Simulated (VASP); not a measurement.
Write the native input for VASP 6.6.1 that does the following.

* Task: single point
* Functional: PBE
* Potentials or basis: VASP PAW PBE potentials, release 64 (Si, O)
* Cutoff: 520 eV
* k mesh: 6 × 6 × 6
* Occupations: gaussian, width 0.05 eV
* Spin: no spin polarisation
* Dipole correction: no
* Further INCAR settings: ALGO = Normal; EDIFF = 1e-07; NBANDS = 25

The structure of SiO2 lies in POSCAR:

```
SiO2
1.0
   -2.5133692696      2.5133692696      3.6893906705
    2.5133692696     -2.5133692696      3.6893906705
    2.5133692696      2.5133692696     -3.6893906705
Si O
2 4
Direct
    0.0000000000      0.0000000000      0.0000000000
    0.7500000000      0.2500000000      0.5000000000
    1.0266921045      0.6250000000      0.9016921045
    0.3750000000      0.2766921045      0.4016921045
    0.7233078955      0.1250000000      0.0983078955
    0.8750000000     -0.0266921045      0.5983078955
```

This cell differs from its parent crystal: atoms displaced along a vibrational mode.

One way to write it, as run:

INCAR

```
PREC     = Accurate       # precision mode
ENCUT    = 520            # plane-wave cutoff, eV
EDIFF    = 1E-7           # SCF threshold, eV
ISMEAR   = 0              # smearing method
SIGMA    = 0.05           # smearing width, eV
LREAL    = False          # projectors in reciprocal space
LASPH    = True           # aspherical terms in the spheres
NELM     = 60             # most SCF steps
ALGO     = Normal         # electronic algorithm
ISIF     = 2              # what is computed and relaxed
LWAVE    = False          # write WAVECAR
LCHARG   = False          # write CHGCAR
GGA      = PE             # functional
NBANDS   = 25             # bands
```

KPOINTS

```
Automatic mesh
0
Gamma
  6 6 6
```

Potentials or basis: VASP PAW PBE potentials, release 64 (Si, O).

The run is started by

```bash
$ cat potpaw_PBE.64/Si/POTCAR potpaw_PBE.64/O/POTCAR > POTCAR
$ mpirun -np 1 vasp_std > vasp.out
```

Results of the run:

```json
{"Pressure": "-19.4 GPa", "Largest force": "2.258 eV/Å", "Band gap on the k mesh": "4.71 eV (least direct gap 4.83 eV)"}
```

Caveat: the cell differs from its parent crystal (atoms displaced along a vibrational mode); the cell stands under tension; forces of over 1 eV/Å act on the atoms, so gaps and moduli don't describe the material at rest.

Wall time 110 s on 1 thread of Intel Xeon 8259CL (shared host), peak memory 0.25 GiB.
